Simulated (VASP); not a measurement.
# In3Se (P4mm) in VASP: single point with PBEsol+D3(BJ)

Aim: the single point of In3Se with PBEsol+D3(BJ).

Program: VASP 6.6.1. These are calculated values, not measurements. Logs are shortened: lines on timing, memory, paths and dates and some standing lists are left out, and cuts for length are marked.

### Step 1. The cell of the first run

It takes space group P4mm (No. 99, tetragonal). Conventional cell: a = 4.588 Å, b = 4.588 Å, c = 4.588 Å, α = 90.00°, β = 90.00°, γ = 90.00°. In (site symmetry 4mm) has 8 In at 3.24 Å and 4 Se at 3.25 Å within 4.3 Å. In (site symmetry 2mm) has 4 Se at 3.06 to 3.43 Å and 8 In at 3.24 Å within 4.0 Å. Se (site symmetry 4mm) has 12 In at 3.06 to 3.43 Å within 4.0 Å.

### Step 2. Single point, PBEsol+D3(BJ) (atom 4 (Se) moved +0.263 Å towards its neighbour atom 4 (Se) at 4.588 Å)

INCAR reads:

```
  PREC = Accurate
  ENCUT = 520
  EDIFF = 1E-6
  ISMEAR = 0
  SIGMA = 0.15
  LREAL = False
  LASPH = True
  NELM = 80
  ALGO = Normal
  ISIF = 2
  LWAVE = False
  LCHARG = False
  GGA = PS
  IVDW = 12
  NBANDS = 30
```

KPOINTS reads:

```
Automatic mesh
0
Gamma
  10 10 10
```

POSCAR reads:

```
In3Se
1.0
    4.5878535042      0.0000000000      0.0000000000
    0.0000000000      4.5878535042      0.0000000000
    0.0000000000      0.0000000000      4.5878535042
In Se
3 1
Direct
    0.0000000000      0.5000000000      0.5000000000
    0.5000000000      0.0000000000      0.5000000000
    0.5000000000      0.5000000000      0.0000000000
   -0.0572162995      0.0000000000      0.0000000000
```

Potentials or basis: VASP PAW PBE potentials, release 64 (In_d, Se).

The run is started by

```
$ cat potpaw_PBE.64/In_d/POTCAR potpaw_PBE.64/Se/POTCAR > POTCAR
$ mpirun -np 1 vasp_std > vasp.out
```

OUTCAR:

```text
PREC = Accurate
   ENCUT = 520
   EDIFF = 1E-6
   ISMEAR = 0
   LREAL = False
   LASPH = True
   NELM = 80
   ISIF = 2
   GGA = PS
   IVDW = 12
 IVDW          = 12

 ion  position               nearest neighbor table
   1  0.000  0.500  0.500-   2 3.24   3 3.24   3 3.24   2 3.24   2 3.24   3 3.24   3 3.24   2 3.24
                             4 3.25   4 3.25   4 3.25   4 3.25
   2  0.500  0.000  0.500-   4 3.06   4 3.06   1 3.24   3 3.24   3 3.24   1 3.24   3 3.24   3 3.24
                             1 3.24   1 3.24
   3  0.500  0.500  0.000-   4 3.06   4 3.06   1 3.24   1 3.24   2 3.24   2 3.24   2 3.24   2 3.24
                             1 3.24   1 3.24
   4  0.943  0.000  0.000-   2 3.06   3 3.06   2 3.06   3 3.06   1 3.25   1 3.25   1 3.25   1 3.25

  LATTYP: Found a simple cubic cell.
 ALAT       =     4.5878535042

  Lattice vectors:

 A1 = (   4.5878535042,   0.0000000000,   0.0000000000)
 A2 = (   0.0000000000,   4.5878535042,   0.0000000000)
 A3 = (   0.0000000000,   0.0000000000,   4.5878535042)

Analysis of symmetry for initial positions (statically):
=====================================================================
 Subroutine PRICEL returns:
 Original cell was already a primitive cell.

 Routine SETGRP: Setting up the symmetry group for a
 simple cubic supercell.

 Subroutine GETGRP returns: Found  8 space group operations
 (whereof  8 operations were pure point group operations)
 out of a pool of 48 trial point group operations.

The static configuration has the point symmetry C_4v.

Analysis of symmetry for dynamics (positions and initial velocities):
=====================================================================
 Subroutine PRICEL returns:
 Original cell was already a primitive cell.

 Routine SETGRP: Setting up the symmetry group for a
 simple cubic supercell.

 Subroutine GETGRP returns: Found  8 space group operations
 (whereof  8 operations were pure point group operations)
 out of a pool of 48 trial point group operations.

The dynamic configuration has the point symmetry C_4v.

 Subroutine INISYM returns: Found  8 space group operations
 (whereof  8 operations are pure point group operations),
 and found     1 'primitive' translations

----------------------------------------------------------------------------------------

                                     Primitive cell

  volume of cell :      96.5670

  direct lattice vectors                    reciprocal lattice vectors
     4.587853504  0.000000000  0.000000000     0.217966855  0.000000000  0.000000000
     0.000000000  4.587853504  0.000000000     0.000000000  0.217966855  0.000000000
     0.000000000  0.000000000  4.587853504     0.000000000  0.000000000  0.217966855

  length of vectors
     4.587853504  4.587853504  4.587853504     0.217966855  0.217966855  0.217966855

  position of ions in fractional coordinates (direct lattice)
     0.000000000  0.500000000  0.500000000
     0.500000000  0.000000000  0.500000000
     0.500000000  0.500000000  0.000000000
     0.942783701  0.000000000  0.000000000

  ion indices of the primitive-cell ions
   primitive index   ion index
                 1           1
                 2           2
                 3           3
                 4           4

----------------------------------------------------------------------------------------

 KPOINTS: Automatic mesh

Automatic generation of k-mesh.
 Grid dimensions read from file:
 generate k-points for:   10   10   10

 Generating k-lattice:

  Cartesian coordinates                     Fractional coordinates (reciprocal lattice)
     0.021796686  0.000000000  0.000000000     0.100000000  0.000000000  0.000000000
     0.000000000  0.021796686  0.000000000     0.000000000  0.100000000  0.000000000
     0.000000000  0.000000000  0.021796686     0.000000000  0.000000000  0.100000000

  Length of vectors
     0.021796686  0.021796686  0.021796686

  Shift w.r.t. Gamma in fractional coordinates (k-lattice)
     0.000000000  0.000000000  0.000000000

 Subroutine IBZKPT returns following result:
 ===========================================

 Found    126 irreducible k-points:

 Following reciprocal coordinates:
            Coordinates               Weight
  0.000000  0.000000  0.000000      1.000000
  0.100000  0.000000  0.000000      2.000000
  0.000000  0.100000  0.000000      4.000000
  0.200000  0.000000  0.000000      2.000000
  0.000000  0.200000  0.000000      4.000000
  0.300000  0.000000  0.000000      2.000000
[... 16 lines left out ...]
  0.500000  0.100000  0.000000      4.000000
  0.000000  0.500000  0.100000      4.000000
 [... further k-points ...]
   k-points           NKPTS =    126   k-points in BZ     NKDIM =    126   number of bands    NBANDS=     30
   number of dos      NEDOS =    301   number of ions     NIONS =      4
   total plane-waves  NPLWV =  46656
   dimension x,y,z NGX =    36 NGY =   36 NGZ =   36
   dimension x,y,z NGXF=    72 NGYF=   72 NGZF=   72
   ions per type =               3   1
   NGX,Y,Z   is equivalent  to a cutoff of  13.04, 13.04, 13.04 a.u.
   NGXF,Y,Z  is equivalent  to a cutoff of  26.09, 26.09, 26.09 a.u.
 SYSTEM =  unknown system
   PREC   = accura    normal or accurate (medium, high low for compatibility)
   ISTART =      0    job   : 0-new  1-cont  2-samecut
   ICHARG =      2    charge: 1-file 2-atom 10-const
   ISPIN  =      1    spin polarized calculation?
   LNONCOLLINEAR =      F non collinear calculations
   LSORBIT =      F    spin-orbit coupling
   LASPH  =      T    aspherical Exc in radial PAW
   ENCUT  =  520.0 eV  38.22 Ry    6.18 a.u.   8.53  8.53  8.53*2*pi/ulx,y,z
   NELM   =     80;   NELMIN=  2; NELMDL= -5     # of ELM steps
   EDIFF  = 0.1E-05   stopping-criterion for ELM
   LREAL  =      F    real-space projection
   EDIFFG = 0.1E-04   stopping-criterion for IOM
   NSW    =      0    number of steps for IOM
   IBRION =     -1    ionic relax: 0-MD 1-quasi-New 2-CG
   NFREE  =      0    steps in history (QN), initial steepest desc. (CG)
   ISIF   =      2    stress and relaxation
   ISYM   =      2    0-nonsym 1-usesym 2-fastsym
   POTIM  = 0.5000    time-step for ionic-motion
   TEBEG  =    0.0;   TEEND  =   0.0 temperature during run
   PSTRESS=    0.0 pullay stress
   NELECT =      45.0000    total number of electrons
   NUPDOWN=      -1.0000    fix difference up-down
   EMIN   =  10.00;   EMAX   =-10.00  energy-range for DOS
   EFERMI =   0.00;   METHOD = LEGACY
   ISMEAR =     0;   SIGMA  =   0.15  broadening in eV -4-tet -1-fermi 0-gaus
   EFERMI_NEDOS =   21; number of points for ismear=-14 and -15
   IALGO  =     38    algorithm
   IMIX   =      4    mixing-type and parameters
     AMIX     =   0.40;   BMIX     =  1.00
     AMIX_MAG =   1.60;   BMIX_MAG =  1.00
  volume/ion in A,a.u.               =      24.14       162.92
  Fermi-wavevector in a.u.,A,eV,Ry     =   1.269218  2.398474 21.917810  1.610914
  Thomas-Fermi vector in A             =   2.402271
   LORBIT       =      0    0 simple, 1 ext, 2 COOP (PROOUT), +10 PAW based schemes
   GGA     = PS    functional components
   LHFCALC =     F    Hartree Fock is set to
   AEXX    =    0.0000 exact exchange contribution
   IVDW    =    12    specifies the selected vdW correction
   LEPSILON=     F    determine dielectric tensor
   LRPA    =     F    only Hartree local field effects (RPA)
 non-spin polarized calculation
 Gauss-broadening in eV      SIGMA  =   0.15
  energy-cutoff  :      520.00
  volume of cell :       96.57
 maximum number of plane-waves:      2624
 NGX is ok and might be reduce to    36
   NGX = 17   NGY = 17   NGZ = 17

 number of electron      44.9999975 magnetization

 Free energy of the ion-electron system (eV)
  ---------------------------------------------------
  ext. energy  EPLUGINS =         0.00000000
  ---------------------------------------------------
  free energy    TOTEN  =       -13.19148552 eV

  energy without entropy =      -13.17297748  energy(sigma->0) =      -13.18223150

 E-fermi :   7.2974     XC(G=0): -10.5407

 val. band max:        7.2815566185   @ k =   0.4000   0.3000   0.1000
 cond. band min:       7.3001685636   @ k =   0.5000   0.4000   0.0000
 fundamental gap:      0.0186119451
 Fermi energy:         7.2973560774

 k-point     1 :       0.0000    0.0000    0.0000
  band No.  band energies     occupation
      1      -7.6079      2.00000
      2      -7.5451      2.00000
      3      -7.5369      2.00000
      4      -7.5369      2.00000
      5      -7.3826      2.00000
      6      -7.3693      2.00000
[... 22 lines left out ...]
     29      12.9090      0.00000
     30      14.3710      0.00000

 k-point     2 :       0.1000    0.0000    0.0000
  band No.  band energies     occupation
      1      -7.5940      2.00000
      2      -7.5426      2.00000
      3      -7.5244      2.00000
      4      -7.5244      2.00000
      5      -7.3807      2.00000
      6      -7.3602      2.00000
[... 22 lines left out ...]
     29      13.2075      0.00000
     30      14.4117      0.00000

 k-point     3 :       0.0000    0.1000    0.0000
  band No.  band energies     occupation
      1      -7.5939      2.00000
      2      -7.5342      2.00000
      3      -7.5325      2.00000
      4      -7.5242      2.00000
      5      -7.3762      2.00000
      6      -7.3647      2.00000
[... 22 lines left out ...]
     29      13.2030      0.00000
     30      14.3873      0.00000

 k-point     4 :       0.2000    0.0000    0.0000
  band No.  band energies     occupation
      1      -7.5549      2.00000
      2      -7.5360      2.00000
      3      -7.4878      2.00000
      4      -7.4878      2.00000
      5      -7.3754      2.00000
      6      -7.3343      2.00000
[... 616 lines left out ...]
     29      12.9540      0.00000
     30      13.4451      0.00000

 k-point    23 :       0.5000    0.1000    0.0000
  band No.  band energies     occupation
      1      -7.5057      2.00000
      2      -7.4180      2.00000
      3      -7.3297      2.00000
      4      -7.3254      2.00000
      5      -7.3124      2.00000
      6      -7.2410      2.00000
[... 22 lines left out ...]
     29      13.1206      0.00000
     30      13.1728      0.00000

 k-point    24 :       0.0000    0.5000    0.1000
  band No.  band energies     occupation
      1      -7.4946      2.00000
      2      -7.3842      2.00000
      3      -7.3550      2.00000
      4      -7.3237      2.00000
      5      -7.3167      2.00000
      6      -7.2499      2.00000
[... 22 lines left out ...]
     29      13.0249      0.00000
     30      13.1350      0.00000

 [... further k-points ...]

------------------------ aborting loop because EDIFF is reached ----------------------------------------

 Edisp (eV)   -1.48005

 E8    (eV) :    -1.0420

  FORCE on cell =-STRESS in cart. coord.  units (eV):
  Direction    XX          YY          ZZ          XY          YZ          ZX
  --------------------------------------------------------------------------------------
  -------------------------------------------------------------------------------------
  Total      -0.02344     0.36777     0.36777    -0.00000     0.00000     0.00000
  in kB      -0.38882     6.10176     6.10176    -0.00000     0.00000     0.00000
  external pressure =        3.94 kB  Pullay stress =        0.00 kB

 VOLUME and BASIS-vectors are now :
 -----------------------------------------------------------------------------
  energy-cutoff  :      520.00
  volume of cell :       96.57
      direct lattice vectors                 reciprocal lattice vectors
     4.587853504  0.000000000  0.000000000     0.217966855  0.000000000  0.000000000
     0.000000000  4.587853504  0.000000000     0.000000000  0.217966855  0.000000000
     0.000000000  0.000000000  4.587853504     0.000000000  0.000000000  0.217966855

 POSITION                                       TOTAL-FORCE (eV/Angst)
 -----------------------------------------------------------------------------------
      0.00000      2.29393      2.29393         0.220818      0.000000      0.000000
      2.29393      0.00000      2.29393        -0.192370      0.000000      0.000000
      2.29393      2.29393      0.00000        -0.192370     -0.000000      0.000000
      4.32535      0.00000      0.00000         0.163923      0.000000     -0.000000
 -----------------------------------------------------------------------------------
    total drift:                               -0.000039      0.000000      0.000000

  FREE ENERGIE OF THE ION-ELECTRON SYSTEM (eV)
  ---------------------------------------------------
  free  energy   TOTEN  =       -14.6715371747 eV

  energy  without entropy=      -14.6530291296  energy(sigma->0) =      -14.66228315
```

Run time: 7 min. Hardware: 1 thread of Intel Xeon 6975P-C, shared host; peak memory 0.43 GiB.

What came out:

```yaml
Free_energy: -14.6715 eV
Pressure: 0.4 GPa
Largest_force: 0.221 eV/Å
Dispersion_energy_per_atom: -0.370 eV
```

Forces in eV/Å, atoms in the order of the input:
```
In   0.221  0.000  0.000
In  -0.192  0.000  0.000
In  -0.192  0.000  0.000
Se   0.164  0.000  0.000
```

Levels at points of the mesh, in eV from the Fermi level:
```tsv
k point	band 18	band 19	band 20	band 21	band 22	band 23	band 24	band 25	band 26	band 27
(0.00, 0.00, 0.00)	-3.93	-3.93	-3.89	-2.04	-1.96	1.24	1.25	1.25	4.41	4.41
(0.50, 0.00, 0.00)	-5.12	-2.99	-2.99	-1.27	-1.19	-0.23	-0.23	1.20	4.13	4.13
(0.00, 0.50, 0.00)	-5.13	-2.97	-2.87	-1.46	-1.17	-0.31	-0.02	1.14	4.23	4.27
(0.50, 0.50, 0.00)	-6.50	-6.08	-2.40	-1.15	-0.53	-0.46	1.69	1.75	1.83	2.05
(0.00, 0.50, 0.50)	-6.59	-6.21	-2.52	-0.74	-0.51	-0.51	1.73	1.79	1.79	2.02
(0.50, 0.50, 0.50)	-5.22	-4.92	-4.44	-4.19	-4.19	-3.74	3.47	3.47	3.56	8.74
```

Caveat: the cell differs from its parent crystal (atom 4 (Se) moved +0.263 Å towards its neighbour atom 4 (Se) at 4.588 Å); the PAW data sets were made with another functional, which shifts forces and pressure a little; spin-orbit coupling is left out, which moves the levels of the heavy elements; pairwise dispersion overbinds metals, which lowers pressure and volume.
